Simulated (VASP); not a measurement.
# Ir (P-1) in VASP: further runs, part 2 of 2

VASP 6.6.1. Earlier steps stand in the parts before.

## 3. Single point, LDA (engineering shear strain xz -0.2200, engineering shear strain yz -0.1100)

The input, INCAR:

```
SYSTEM = Ir
  PREC = Accurate
  ENCUT = 520
  EDIFF = 1E-7
  ISMEAR = 0
  SIGMA = 0.15
  LREAL = .False.
  LASPH = .True.
  NELM = 80
  ALGO = Fast
  ISIF = 2
  LWAVE = .False.
  LCHARG = .True.
  GGA = CA
  LELF = .True.
  LVHAR = .True.
  NBANDS = 10
```

The input, KPOINTS:

```
Automatic mesh
0
Gamma
  20 20 20
  0 0 0
```

The input, POSCAR:

```
Ir
1.0
   -0.2095945338      1.8006075858      1.8006075858
    1.6958103189     -0.1047972669      1.6958103189
    1.9054048527      1.9054048527     -0.3143918007
Ir
1
Direct
    0.0000000000      0.0000000000      0.0000000000
```

Potentials or basis: VASP PAW LDA potentials, release 64 (Ir).

On the command line:

```console
> cat potpaw_LDA.64/Ir/POTCAR > POTCAR
> mpirun -np 1 vasp_std > vasp.out
```

OUTCAR:

```text
SYSTEM = Ir
   PREC = Accurate
   ENCUT = 520
   EDIFF = 1E-7
   ISMEAR = 0
   LREAL = .False.
   LASPH = .True.
   NELM = 80
   ISIF = 2
   GGA = CA

 ion  position               nearest neighbor table
   1  0.000  0.000  0.000-

  LATTYP: Found a triclinic cell.
 ALAT       =     4.1604745116
 B/A-ratio  =     0.5769838389
 C/A-ratio  =     0.7193641319
 COS(alpha) =     0.0015286278
 COS(beta)  =     0.3271685770
 COS(gamma) =     0.8282379489

  Lattice vectors:

 A1 = (  -1.4862157851,  -1.6958103189,  -3.4964179047)
 A2 = (  -1.6958103189,   0.1047972669,  -1.6958103189)
 A3 = (   2.1149993865,   0.1047972669,  -2.1149993865)

Analysis of symmetry for initial positions (statically):
=====================================================================
 Subroutine PRICEL returns:
 Original cell was already a primitive cell.

 Routine SETGRP: Setting up the symmetry group for a
 triclinic supercell.

 Subroutine GETGRP returns: Found  2 space group operations
 (whereof  2 operations were pure point group operations)
 out of a pool of  2 trial point group operations.

The static configuration has the point symmetry S_2 .

Analysis of symmetry for dynamics (positions and initial velocities):
=====================================================================
 Subroutine PRICEL returns:
 Original cell was already a primitive cell.

 Routine SETGRP: Setting up the symmetry group for a
 triclinic supercell.

 Subroutine GETGRP returns: Found  2 space group operations
 (whereof  2 operations were pure point group operations)
 out of a pool of  2 trial point group operations.

The dynamic configuration has the point symmetry S_2 .

 Subroutine INISYM returns: Found  2 space group operations
 (whereof  2 operations are pure point group operations),
 and found     1 'primitive' translations

----------------------------------------------------------------------------------------

                                     Primitive cell

  volume of cell :      13.6261
[... 107 lines left out ...]
     AMIX_MAG =   1.60;   BMIX_MAG =  1.00
  volume/ion in A,a.u.               =      13.63        91.95
  Fermi-wavevector in a.u.,A,eV,Ry     =   1.425711  2.694202 27.655890  2.032651
  Thomas-Fermi vector in A             =   2.546066
   LORBIT       =      0    0 simple, 1 ext, 2 COOP (PROOUT), +10 PAW based schemes
   GGA     = CA    functional components
   LHFCALC =     F    Hartree Fock is set to
   AEXX    =    0.0000 exact exchange contribution
   IVDW    =     0    specifies the selected vdW correction
   LEPSILON=     F    determine dielectric tensor
   LRPA    =     F    only Hartree local field effects (RPA)
 non-spin polarized calculation
 RMM-DIIS sequential band-by-band and
 Gauss-broadening in eV      SIGMA  =   0.15
  energy-cutoff  :      520.00
  volume of cell :       13.63
 maximum number of plane-waves:       380
   NGX =  9   NGY =  9   NGZ = 11

 number of electron       9.0000000 magnetization

 Free energy of the ion-electron system (eV)
  ---------------------------------------------------
  ext. energy  EPLUGINS =         0.00000000
  ---------------------------------------------------
  free energy    TOTEN  =        -9.56150391 eV

  energy without entropy =       -9.54740617  energy(sigma->0) =       -9.55445504

 E-fermi :  10.8147     XC(G=0): -14.3056

 val. band max:       10.8142752081   @ k =   0.3000   0.0500   0.3500
 cond. band min:      10.8150800707   @ k =   0.3500  -0.3000   0.1000
 fundamental gap:      0.0008048625
 Fermi energy:        10.8146857675

 k-point     1 :       0.0000    0.0000    0.0000
  band No.  band energies     occupation
      1      -0.5045      2.00000
      2       4.9779      2.00000
      3       5.4679      2.00000
      4       8.9890      2.00000
      5      10.4954      1.99739
      6      10.5442      1.98922
      7      24.5588      0.00000
      8      28.0723      0.00000
      9      31.6122      0.00000
     10      36.1000      0.00000
[... 287 lines left out ...]
 k-point    24 :      -0.4000    0.0500   -0.0000
  band No.  band energies     occupation
      1       2.3185      2.00000
      2       5.2175      2.00000
      3       8.3195      2.00000
      4       9.1702      2.00000
      5      10.2683      2.00000
      6      12.6702      0.00000
      7      19.4080      0.00000
      8      26.1410      0.00000
      9      30.0942      0.00000
     10      35.0940      0.00000

 [... further k-points ...]
[... 5 lines left out ...]
  --------------------------------------------------------------------------------------
  -------------------------------------------------------------------------------------
  Total        3.6230854      0.9763589      4.5144854      0.0641258      2.1624776      5.1181176
  in kB      426.0065207    114.8013890    530.8183484      7.5399816    254.2665886    601.7941067
  external PRESSURE =     357.2087527 kB  Pullay stress =       0.0000000 kB

 VOLUME and BASIS-vectors are now :
 -----------------------------------------------------------------------------
  energy-cutoff  :      520.00
  volume of cell :       13.63
      direct lattice vectors                 reciprocal lattice vectors
    -0.209594534  1.800607586  1.800607586    -0.234714845  0.276259713  0.251787075
     1.695810319 -0.104797267  1.695810319     0.293331942 -0.246951164  0.281095623
     1.905404853  1.905404853 -0.314391801     0.237938786  0.250175105 -0.222478526

 POSITION                                       TOTAL-FORCE (eV/Angst)
 -----------------------------------------------------------------------------------
      0.00000      0.00000      0.00000         0.000000      0.000000     -0.000000
 -----------------------------------------------------------------------------------
    total drift:                                0.000000      0.000000     -0.000000

  FREE ENERGIE OF THE ION-ELECTRON SYSTEM (eV)
  ---------------------------------------------------
  free  energy   TOTEN  =        -9.5615039115 eV

  energy  without entropy=       -9.5474061665  energy(sigma->0) =       -9.55445504
```

stdout:

```text
POSCAR found type information on POSCAR Ir
 POSCAR found :  1 types and       1 ions
 scaLAPACK will be used
 LDA part: xc-table for (Slater(with rela. corr.)+CA(PZ))
 , standard interpolation
 POSCAR, INCAR and KPOINTS ok, starting setup
 FFT: planning ... GRIDC
 FFT: planning ... GRID_SOFT
 FFT: planning ... GRID
 WAVECAR not read
 entering main loop
WARNING in EDDRMM: call to ZHEGV failed, returncode =   8  4     10
```

It took 6.6 min on 1 thread of Intel Xeon 6975P-C, shared host; peak memory 0.65 GiB.

What came out:

```
Free energy : -9.5615 eV
Pressure    : 35.7 GPa
```

Stress tensor (GPa, compression positive):
```
42.60  0.75 60.18
 0.75 11.48 25.43
60.18 25.43 53.08
```

Levels at points of the mesh, in eV from the Fermi level:
```csv
k point,band 2,band 3,band 4,band 5,band 6,band 7
"(0.00, 0.00, 0.00)",-5.84,-5.35,-1.83,-0.32,-0.27,13.74
"(0.50, 0.00, 0.00)",-5.72,-1.57,-1.07,-0.82,1.96,7.68
"(0.00, 0.50, 0.00)",-5.85,-2.01,-0.30,0.10,1.64,9.82
"(0.50, 0.50, 0.00)",-7.51,0.06,0.88,2.44,2.95,12.05
"(0.00, 0.00, 0.50)",-5.45,-2.10,-2.01,0.03,1.48,5.59
"(0.50, 0.00, 0.50)",-7.74,1.13,1.79,1.96,2.26,8.31
"(0.00, 0.50, 0.50)",-7.74,0.34,1.31,2.32,2.46,10.30
"(0.50, 0.50, 0.50)",-5.75,-3.40,0.95,1.53,2.69,11.17
```

Caveat: the cell differs from its parent crystal (engineering shear strain xz -0.2200, engineering shear strain yz -0.1100); spin-orbit coupling is left out, which moves the levels of the heavy elements.
